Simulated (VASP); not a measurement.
Wanted: the native input for a VASP 6.6.1 run.

* Task: single point
* Functional: r2SCAN
* Potentials or basis: VASP PAW PBE potentials, release 64 (Sn_d, O)
* Cutoff: 520 eV
* k mesh: 6 × 6 × 4
* Occupations: gaussian, width 0.01 eV
* Spin: no spin polarisation
* Dipole correction: no
* Further INCAR settings: ALGO = Normal; EDIFF = 1e-06; NBANDS = 28

Crystal: SnO.

```xyz
4
Lattice="4.1663 0.0000 0.0000 -2.0832 3.6082 0.0000 0.0000 0.0000 5.2367" Properties=species:S:1:pos:R:3 pbc="T T T"
Sn    0.0000    2.4054    1.3092
Sn    2.0832    1.2027    3.9276
O     2.0832    1.2027    1.3092
O     0.0000    2.4054    3.9276
```

This cell differs from its parent crystal: volume changed by +3%.

One way to write it, as run:

POSCAR

```
SnO
1.0
    4.1663483580      0.0000000000      0.0000000000
   -2.0831741790      3.6081635191      0.0000000000
    0.0000000000      0.0000000000      5.2367472774
Sn O
2 2
Direct
    0.3333333333      0.6666666667      0.2500000000
    0.6666666667      0.3333333333      0.7500000000
    0.6666666667      0.3333333333      0.2500000000
    0.3333333333      0.6666666667      0.7500000000
```

INCAR.step1

```
PREC = Accurate
ENCUT = 520
ISMEAR = 0
SIGMA = 0.01
LREAL = False
LASPH = True
NELM = 100
NBANDS = 28
GGA = PE
ALGO = Normal
EDIFF = 1E-4
LWAVE = True
LCHARG = False
```

INCAR.step2

```
PREC = Accurate
ENCUT = 520
EDIFF = 1E-6
ISMEAR = 0
SIGMA = 0.01
LREAL = False
LASPH = True
NELM = 100
ALGO = Normal
ISIF = 2
LWAVE = False
LCHARG = False
METAGGA = R2SCAN
LMIXTAU = True
NBANDS = 28
ISTART = 1
```

KPOINTS

```
Automatic mesh
0
Gamma
  6 6 4
```

Potentials or basis: VASP PAW PBE potentials, release 64 (Sn_d, O).

Launch:

```sh
$ cat potpaw_PBE.64/Sn_d/POTCAR potpaw_PBE.64/O/POTCAR > POTCAR
$ cp INCAR.step1 INCAR
$ mpirun -np 1 vasp_std > vasp.out
$ cp INCAR.step2 INCAR
$ mpirun -np 1 vasp_std > vasp.out
```

Results of the run:

- Pressure: -2.1 GPa
- Band gap on the k mesh: 0.64 eV, direct

Caveat: the PAW data sets were made with another functional, which shifts forces and pressure a little; spin-orbit coupling is left out, which moves the levels of the heavy elements.

Run time: 100 s on 1 thread of AMD EPYC 9R45 96-Core Processor (Zen 5), with other jobs on the host, peak memory 0.19 GiB.
